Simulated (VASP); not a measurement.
# MoN2 (P4bm) in VASP: a series of runs

Runs on MoN2. Level: PBE. Tasks: single point.

Program: VASP 6.6.1. These are calculated values, not measurements. Logs are shortened: lines on timing, memory, paths and dates and some standing lists are left out, and cuts for length are marked.

**1. The cell of the first run**

Symmetry: P4bm, No. 100, tetragonal system. The conventional cell has a = 4.333 Å, b = 4.333 Å, c = 2.752 Å, α = 90.00°, β = 90.00°, γ = 90.00°. Within 2.6 Å of Mo (site symmetry 4) lie 8 N at 1.96 to 2.57 Å. Within 1.8 Å of N (site symmetry m) lie 1 N at 1.37 Å.

**2. Single point, PBE (all N atoms moved -0.500 Å, as atom 3 along Cartesian [0 0 1])**

File INCAR:

```
PREC = Accurate
ENCUT = 520
EDIFF = 1E-6
ISMEAR = 0
SIGMA = 0.15
LREAL = F
LASPH = T
NELM = 80
ALGO = Normal
ISIF = 2
LWAVE = F
LCHARG = F
GGA = PE
NBANDS = 33
```

File KPOINTS:

```
regular mesh
0
Gamma
  12 12 18
```

File POSCAR:

```
MoN2
1.0
    4.3330619473      0.0000000000      0.0000000000
    0.0000000000      4.3330619473      0.0000000000
    0.0000000000      0.0000000000      2.7518917152
Mo N
2 4
Direct
    0.5000000000      0.5000000000      0.0000000000
    0.0000000000      0.0000000000      0.0000000000
    0.8879039728      0.3879039728      0.3183068043
    0.1120960272      0.6120960272      0.3183068043
    0.3879039728      0.1120960272      0.3183068043
    0.6120960272      0.8879039728      0.3183068043
```

Potentials or basis: VASP PAW PBE potentials, release 64 (Mo_sv, N).

On the command line:

```bash
> cat potpaw_PBE.64/Mo_sv/POTCAR potpaw_PBE.64/N/POTCAR > POTCAR
> mpirun -np 1 vasp_std > vasp.out
```

OUTCAR:

```text
PREC = Accurate
   ENCUT = 520
   EDIFF = 1E-6
   ISMEAR = 0
   LREAL = F
   LASPH = T
   NELM = 80
   ISIF = 2
   GGA = PE

 ion  position               nearest neighbor table
   1  0.500  0.500  0.000-   3 1.96   4 1.96   5 1.96   6 1.96   3 2.57   4 2.57   5 2.57   6 2.57
                             2 3.06   2 3.06   2 3.06   2 3.06
   2  0.000  0.000  0.000-   3 1.96   4 1.96   5 1.96   6 1.96   3 2.57   4 2.57   5 2.57   6 2.57
                             1 3.06   1 3.06   1 3.06   1 3.06
   3  0.888  0.388  0.318-   4 1.37   2 1.96   1 1.96   2 2.57   1 2.57
   4  0.112  0.612  0.318-   3 1.37   2 1.96   1 1.96   2 2.57   1 2.57
   5  0.388  0.112  0.318-   6 1.37   2 1.96   1 1.96   2 2.57   1 2.57
   6  0.612  0.888  0.318-   5 1.37   2 1.96   1 1.96   2 2.57   1 2.57

  LATTYP: Found a simple tetragonal cell.
 ALAT       =     4.3330619473
 C/A-ratio  =     0.6350917085

  Lattice vectors:

 A1 = (   4.3330619473,   0.0000000000,   0.0000000000)
 A2 = (   0.0000000000,   4.3330619473,   0.0000000000)
 A3 = (   0.0000000000,   0.0000000000,   2.7518917152)

Analysis of symmetry for initial positions (statically):
=====================================================================
 Subroutine PRICEL returns:
 Original cell was already a primitive cell.

 Routine SETGRP: Setting up the symmetry group for a
 simple tetragonal supercell.

 Subroutine GETGRP returns: Found  8 space group operations
 (whereof  4 operations were pure point group operations)
 out of a pool of 16 trial point group operations.

The static configuration has the point symmetry     .
 The point group associated with its full space group is C_4v.

Analysis of symmetry for dynamics (positions and initial velocities):
=====================================================================
 Subroutine PRICEL returns:
 Original cell was already a primitive cell.

 Routine SETGRP: Setting up the symmetry group for a
 simple tetragonal supercell.

 Subroutine GETGRP returns: Found  8 space group operations
 (whereof  4 operations were pure point group operations)
 out of a pool of 16 trial point group operations.

The dynamic configuration has the point symmetry C_4v.
 The point group associated with its full space group is C_4v.

 Subroutine INISYM returns: Found  8 space group operations
 (whereof  4 operations are pure point group operations),
 and found     1 'primitive' translations

----------------------------------------------------------------------------------------

                                     Primitive cell

  volume of cell :      51.6679

  direct lattice vectors                    reciprocal lattice vectors
     4.333061947  0.000000000  0.000000000     0.230783684  0.000000000  0.000000000
     0.000000000  4.333061947  0.000000000     0.000000000  0.230783684  0.000000000
     0.000000000  0.000000000  2.751891715     0.000000000  0.000000000  0.363386391

  length of vectors
     4.333061947  4.333061947  2.751891715     0.230783684  0.230783684  0.363386391

  position of ions in fractional coordinates (direct lattice)
     0.500000000  0.500000000  0.000000000
     0.000000000  0.000000000  0.000000000
     0.887903973  0.387903973  0.318306804
     0.112096027  0.612096027  0.318306804
     0.387903973  0.112096027  0.318306804
     0.612096027  0.887903973  0.318306804

  ion indices of the primitive-cell ions
   primitive index   ion index
                 1           1
                 2           2
                 3           3
                 4           4
                 5           5
                 6           6

----------------------------------------------------------------------------------------

 KPOINTS: regular mesh

Automatic generation of k-mesh.
 Grid dimensions read from file:
 generate k-points for:   12   12   18

 Generating k-lattice:

  Cartesian coordinates                     Fractional coordinates (reciprocal lattice)
     0.019231974  0.000000000  0.000000000     0.083333333  0.000000000  0.000000000
     0.000000000  0.019231974  0.000000000     0.000000000  0.083333333  0.000000000
     0.000000000  0.000000000  0.020188133     0.000000000  0.000000000  0.055555556

  Length of vectors
     0.019231974  0.019231974  0.020188133

  Shift w.r.t. Gamma in fractional coordinates (k-lattice)
     0.000000000  0.000000000  0.000000000

 Subroutine IBZKPT returns following result:
 ===========================================

 Found    280 irreducible k-points:

 Following reciprocal coordinates:
            Coordinates               Weight
  0.000000  0.000000  0.000000      1.000000
  0.083333  0.000000  0.000000      4.000000
  0.166667  0.000000  0.000000      4.000000
  0.250000  0.000000  0.000000      4.000000
  0.333333  0.000000  0.000000      4.000000
  0.416667  0.000000  0.000000      4.000000
[... 16 lines left out ...]
  0.333333  0.333333  0.000000      4.000000
  0.416667  0.333333  0.000000      8.000000
 [... further k-points ...]
   k-points           NKPTS =    280   k-points in BZ     NKDIM =    280   number of bands    NBANDS=     33
   number of dos      NEDOS =    301   number of ions     NIONS =      6
   total plane-waves  NPLWV =  20480
   dimension x,y,z NGX =    32 NGY =   32 NGZ =   20
   dimension x,y,z NGXF=    64 NGYF=   64 NGZF=   40
   ions per type =               2   4
   NGX,Y,Z   is equivalent  to a cutoff of  12.28, 12.28, 12.08 a.u.
   NGXF,Y,Z  is equivalent  to a cutoff of  24.55, 24.55, 24.16 a.u.
 SYSTEM =  unknown system
   PREC   = accura    normal or accurate (medium, high low for compatibility)
   ISTART =      0    job   : 0-new  1-cont  2-samecut
   ICHARG =      2    charge: 1-file 2-atom 10-const
   ISPIN  =      1    spin polarized calculation?
   LNONCOLLINEAR =      F non collinear calculations
   LSORBIT =      F    spin-orbit coupling
   LASPH  =      T    aspherical Exc in radial PAW
   ENCUT  =  520.0 eV  38.22 Ry    6.18 a.u.   8.06  8.06  5.12*2*pi/ulx,y,z
   NELM   =     80;   NELMIN=  2; NELMDL= -5     # of ELM steps
   EDIFF  = 0.1E-05   stopping-criterion for ELM
   LREAL  =      F    real-space projection
   EDIFFG = 0.1E-04   stopping-criterion for IOM
   NSW    =      0    number of steps for IOM
   IBRION =     -1    ionic relax: 0-MD 1-quasi-New 2-CG
   NFREE  =      0    steps in history (QN), initial steepest desc. (CG)
   ISIF   =      2    stress and relaxation
   ISYM   =      2    0-nonsym 1-usesym 2-fastsym
   POTIM  = 0.5000    time-step for ionic-motion
   TEBEG  =    0.0;   TEEND  =   0.0 temperature during run
   PSTRESS=    0.0 pullay stress
   NELECT =      48.0000    total number of electrons
   NUPDOWN=      -1.0000    fix difference up-down
   EMIN   =  10.00;   EMAX   =-10.00  energy-range for DOS
   EFERMI =   0.00;   METHOD = LEGACY
   ISMEAR =     0;   SIGMA  =   0.15  broadening in eV -4-tet -1-fermi 0-gaus
   EFERMI_NEDOS =   21; number of points for ismear=-14 and -15
   IALGO  =     38    algorithm
   IMIX   =      4    mixing-type and parameters
     AMIX     =   0.40;   BMIX     =  1.00
     AMIX_MAG =   1.60;   BMIX_MAG =  1.00
  volume/ion in A,a.u.               =       8.61        58.11
  Fermi-wavevector in a.u.,A,eV,Ry     =   1.597404  3.018657 34.717995  2.551701
  Thomas-Fermi vector in A             =   2.695016
   LORBIT       =      0    0 simple, 1 ext, 2 COOP (PROOUT), +10 PAW based schemes
   GGA     = PE    functional components
   LHFCALC =     F    Hartree Fock is set to
   AEXX    =    0.0000 exact exchange contribution
   IVDW    =     0    specifies the selected vdW correction
   LEPSILON=     F    determine dielectric tensor
   LRPA    =     F    only Hartree local field effects (RPA)
 non-spin polarized calculation
 Gauss-broadening in eV      SIGMA  =   0.15
  energy-cutoff  :      520.00
  volume of cell :       51.67
 maximum number of plane-waves:      1432
   NGX = 17   NGY = 17   NGZ = 11

 number of electron      47.9999994 magnetization

 Free energy of the ion-electron system (eV)
  ---------------------------------------------------
  ext. energy  EPLUGINS =         0.00000000
  ---------------------------------------------------
  free energy    TOTEN  =       -52.72635229 eV

  energy without entropy =      -52.70197027  energy(sigma->0) =      -52.71416128

 E-fermi :  12.4806     XC(G=0): -13.5957

 val. band max:       12.4798963392   @ k =   0.2500   0.2500   0.1111
 cond. band min:      12.4911158583   @ k =   0.4167   0.4167   0.2222
 fundamental gap:      0.0112195190
 Fermi energy:        12.4806196702

 k-point     1 :       0.0000    0.0000    0.0000
  band No.  band energies     occupation
      1     -49.4087      2.00000
      2     -49.3368      2.00000
      3     -23.8406      2.00000
      4     -23.8406      2.00000
      5     -23.4219      2.00000
      6     -23.4219      2.00000
[... 25 lines left out ...]
     32      17.5774      0.00000
     33      19.6771      0.00000

 k-point     2 :       0.0833    0.0000    0.0000
  band No.  band energies     occupation
      1     -49.4074      2.00000
      2     -49.3380      2.00000
      3     -23.8358      2.00000
      4     -23.8337      2.00000
      5     -23.4323      2.00000
      6     -23.4293      2.00000
[... 25 lines left out ...]
     32      17.6848      0.00000
     33      19.5938      0.00000

 k-point     3 :       0.1667    0.0000    0.0000
  band No.  band energies     occupation
      1     -49.4038      2.00000
      2     -49.3415      2.00000
      3     -23.8214      2.00000
      4     -23.8134      2.00000
      5     -23.4616      2.00000
      6     -23.4509      2.00000
[... 25 lines left out ...]
     32      17.9848      0.00000
     33      19.3697      0.00000

 k-point     4 :       0.2500    0.0000    0.0000
  band No.  band energies     occupation
      1     -49.3980      2.00000
      2     -49.3472      2.00000
      3     -23.7971      2.00000
      4     -23.7810      2.00000
      5     -23.5051      2.00000
      6     -23.4850      2.00000
[... 25 lines left out ...]
     32      18.4140      0.00000
     33      19.0747      0.00000

 k-point     5 :       0.3333    0.0000    0.0000
  band No.  band energies     occupation
      1     -49.3905      2.00000
      2     -49.3546      2.00000
      3     -23.7632      2.00000
      4     -23.7386      2.00000
      5     -23.5576      2.00000
      6     -23.5293      2.00000
[... 604 lines left out ...]
 k-point    22 :       0.5000    0.2500    0.0000
  band No.  band energies     occupation
      1     -49.3723      2.00000
      2     -49.3723      2.00000
      3     -23.8586      2.00000
      4     -23.8586      2.00000
      5     -23.4525      2.00000
      6     -23.4525      2.00000
[... 25 lines left out ...]
     32      17.9640      0.00000
     33      20.8085      0.00000

 k-point    23 :       0.3333    0.3333    0.0000
  band No.  band energies     occupation
      1     -49.3812      2.00000
      2     -49.3633      2.00000
      3     -23.9196      2.00000
      4     -23.8204      2.00000
      5     -23.4938      2.00000
      6     -23.3842      2.00000
[... 25 lines left out ...]
     32      18.2849      0.00000
     33      19.9855      0.00000

 k-point    24 :       0.4167    0.3333    0.0000
  band No.  band energies     occupation
      1     -49.3768      2.00000
      2     -49.3675      2.00000
      3     -23.9220      2.00000
      4     -23.8709      2.00000
      5     -23.4449      2.00000
      6     -23.3877      2.00000
[... 25 lines left out ...]
     32      18.0934      0.00000
     33      20.5406      0.00000

 [... further k-points ...]

------------------------ aborting loop because EDIFF is reached ----------------------------------------

  FORCE on cell =-STRESS in cart. coord.  units (eV):
  Direction    XX          YY          ZZ          XY          YZ          ZX
  --------------------------------------------------------------------------------------
  -------------------------------------------------------------------------------------
  Total       14.1291622     14.1291622     10.1656543      0.0000000      0.0000000      0.0000000
  in kB      438.1328900    438.1328900    315.2279979      0.0000000      0.0000000      0.0000000
  external PRESSURE =     397.1645927 kB  Pullay stress =       0.0000000 kB

 VOLUME and BASIS-vectors are now :
 -----------------------------------------------------------------------------
  energy-cutoff  :      520.00
  volume of cell :       51.67
      direct lattice vectors                 reciprocal lattice vectors
     4.333061947  0.000000000  0.000000000     0.230783684  0.000000000  0.000000000
     0.000000000  4.333061947  0.000000000     0.000000000  0.230783684  0.000000000
     0.000000000  0.000000000  2.751891715     0.000000000  0.000000000  0.363386391

 POSITION                                       TOTAL-FORCE (eV/Angst)
 -----------------------------------------------------------------------------------
      2.16653      2.16653      0.00000        -0.000000     -0.000000     -4.735106
      0.00000      0.00000      0.00000        -0.000000     -0.000000     -4.735106
      3.84734      1.68081      0.87595         0.994748      0.994748      2.367553
      0.48572      2.65225      0.87595        -0.994748     -0.994748      2.367553
      1.68081      0.48572      0.87595         0.994748     -0.994748      2.367553
      2.65225      3.84734      0.87595        -0.994748      0.994748      2.367553
 -----------------------------------------------------------------------------------
    total drift:                                0.000000     -0.000000      0.002036

  FREE ENERGIE OF THE ION-ELECTRON SYSTEM (eV)
  ---------------------------------------------------
  free  energy   TOTEN  =       -52.7263522859 eV

  energy  without entropy=      -52.7019702679  energy(sigma->0) =      -52.71416128
```

Run time: 1.8 min. Hardware: 1 thread of Intel Xeon 6975P-C (Granite Rapids), shared host; peak memory 0.44 GiB.

Results:

- Free energy: -52.7264 eV
- Pressure: 39.7 GPa
- Largest force: 4.735 eV/Å
- Band gap on the k mesh: zero (bands 24 and 25 overlap by 2.65 eV)

Forces in eV/Å, atoms in the order of the input:
```
Mo   0.000  0.000 -4.735
Mo   0.000  0.000 -4.735
N    0.995  0.995  2.368
N   -0.995 -0.995  2.368
N    0.995 -0.995  2.368
N   -0.995  0.995  2.368
```

Caveat: the cell differs from its parent crystal (all N atoms moved -0.500 Å, as atom 3 along Cartesian [0 0 1]); the stress differs along the axes, from 32 to 44 GPa; forces of over 1 eV/Å act on the atoms, so gaps and moduli don't describe the material at rest.

**3. Single point, PBE (all N atoms moved +0.375 Å, as atom 3 along Cartesian [0 0 1])**

File INCAR:

```
ALGO = Normal
EDIFF = 1E-6
ENCUT = 520
GGA = PE
ISIF = 2
ISMEAR = 0
LASPH = T
LCHARG = T
LELF = T
LREAL = F
LVHAR = T
LWAVE = F
NBANDS = 33
NELM = 100
PREC = Accurate
SIGMA = 0.15
```

File KPOINTS:

```
k-points
0
Gamma
  12 12 18
```

File POSCAR:

```
MoN2
1.0
    4.3330619473      0.0000000000      0.0000000000
    0.0000000000      4.3330619473      0.0000000000
    0.0000000000      0.0000000000      2.7518917152
Mo N
2 4
Direct
    0.5000000000      0.5000000000      0.0000000000
    0.0000000000      0.0000000000      0.0000000000
    0.8879039728      0.3879039728      0.6362698968
    0.1120960272      0.6120960272      0.6362698968
    0.3879039728      0.1120960272      0.6362698968
    0.6120960272      0.8879039728      0.6362698968
```

Potentials or basis: VASP PAW PBE potentials, release 64 (Mo_sv, N).

On the command line:

```bash
> cat potpaw_PBE.64/Mo_sv/POTCAR potpaw_PBE.64/N/POTCAR > POTCAR
> mpirun -np 1 vasp_std > vasp.out
```

OUTCAR:

```text
EDIFF = 1E-6
   ENCUT = 520
   GGA = PE
   ISIF = 2
   ISMEAR = 0
   LASPH = T
   LREAL = F
   NELM = 100
   PREC = Accurate

 ion  position               nearest neighbor table
   1  0.500  0.500  0.000-   3 2.02   4 2.02   5 2.02   6 2.02   3 2.48   4 2.48   5 2.48   6 2.48
                             2 3.06   2 3.06   2 3.06   2 3.06
   2  0.000  0.000  0.000-   3 2.02   4 2.02   5 2.02   6 2.02   3 2.48   4 2.48   5 2.48   6 2.48
                             1 3.06   1 3.06   1 3.06   1 3.06
   3  0.888  0.388  0.636-   4 1.37   2 2.02   1 2.02   1 2.48   2 2.48
[... 1077 lines left out ...]
  Total        7.6274880      7.6274880      6.9872952      0.0000000      0.0000000      0.0000000
  in kB      236.5216918    236.5216918    216.6698780      0.0000000      0.0000000      0.0000000
  external PRESSURE =     229.9044205 kB  Pullay stress =       0.0000000 kB

 VOLUME and BASIS-vectors are now :
 -----------------------------------------------------------------------------
  energy-cutoff  :      520.00
  volume of cell :       51.67
      direct lattice vectors                 reciprocal lattice vectors
     4.333061947  0.000000000  0.000000000     0.230783684  0.000000000  0.000000000
     0.000000000  4.333061947  0.000000000     0.000000000  0.230783684  0.000000000
     0.000000000  0.000000000  2.751891715     0.000000000  0.000000000  0.363386391

 POSITION                                       TOTAL-FORCE (eV/Angst)
 -----------------------------------------------------------------------------------
      2.16653      2.16653      0.00000         0.000000     -0.000000      3.290105
      0.00000      0.00000      0.00000         0.000000     -0.000000      3.290105
      3.84734      1.68081      1.75095         0.490324      0.490324     -1.645052
      0.48572      2.65225      1.75095        -0.490324     -0.490324     -1.645052
      1.68081      0.48572      1.75095         0.490324     -0.490324     -1.645052
      2.65225      3.84734      1.75095        -0.490324      0.490324     -1.645052
 -----------------------------------------------------------------------------------
    total drift:                                0.000000     -0.000000      0.000225

  FREE ENERGIE OF THE ION-ELECTRON SYSTEM (eV)
  ---------------------------------------------------
  free  energy   TOTEN  =       -53.7306161538 eV

  energy  without entropy=      -53.7056426159  energy(sigma->0) =      -53.71812938
```

Wall time 1.9 min (1 thread of Intel Xeon 6975P-C (Granite Rapids), shared host); peak memory 0.44 GiB.

What came out:

| Item | Value |
| --- | --- |
| Free energy | -53.7306 eV |
| Pressure | 23.0 GPa |
| Largest force | 3.290 eV/Å |
| Band gap on the k mesh | zero (bands 24 and 25 overlap by 2.94 eV) |

Forces in eV/Å, atoms in the order of the input:
```
Mo   0.000  0.000  3.290
Mo   0.000  0.000  3.290
N    0.490  0.490 -1.645
N   -0.490 -0.490 -1.645
N    0.490 -0.490 -1.645
N   -0.490  0.490 -1.645
```

Caveat: the cell differs from its parent crystal (all N atoms moved +0.375 Å, as atom 3 along Cartesian [0 0 1]); the cell stands under pressure; forces of over 1 eV/Å act on the atoms, so gaps and moduli don't describe the material at rest.
